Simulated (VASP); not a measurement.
SrCl2, 12 atoms in the cell. The typed cell holds 12 atoms: a = 8.814 Å, b = 8.814 Å, c = 5.596 Å, α = 90.00°, β = 90.00°, γ = 120.00°. 

```yaml
Program: VASP 6.6.1
Task: single point
Functional: PBE
Potentials_or_basis: VASP PAW PBE potentials, release 64 (Sr_sv, Cl)
Cutoff: 520 eV
k_mesh: 3 × 3 × 2
Occupations: fermi-dirac, width 0.19 eV
Spin: no spin polarisation
Dipole_correction: no
Further_INCAR_settings: ALGO = Normal; EDIFF = 1e-06; NBANDS = 60
```

Potentials or basis: VASP PAW PBE potentials, release 64 (Sr_sv, Cl).

Run with:

```bash
$ cat potpaw_PBE.64/Sr_sv/POTCAR potpaw_PBE.64/Cl/POTCAR > POTCAR
$ mpirun -np 1 vasp_std > vasp.out
```

Hardware: 1 thread of Intel(R) Xeon(R) Platinum 8488C (Sapphire Rapids), with other jobs on the host.

Q: How long does it take, and how much memory?

A: Wall time 3.6 min on 1 thread of Intel(R) Xeon(R) Platinum 8488C (Sapphire Rapids) (shared host), peak memory 0.55 GiB. Counts: scf iterations 16, k points 10.
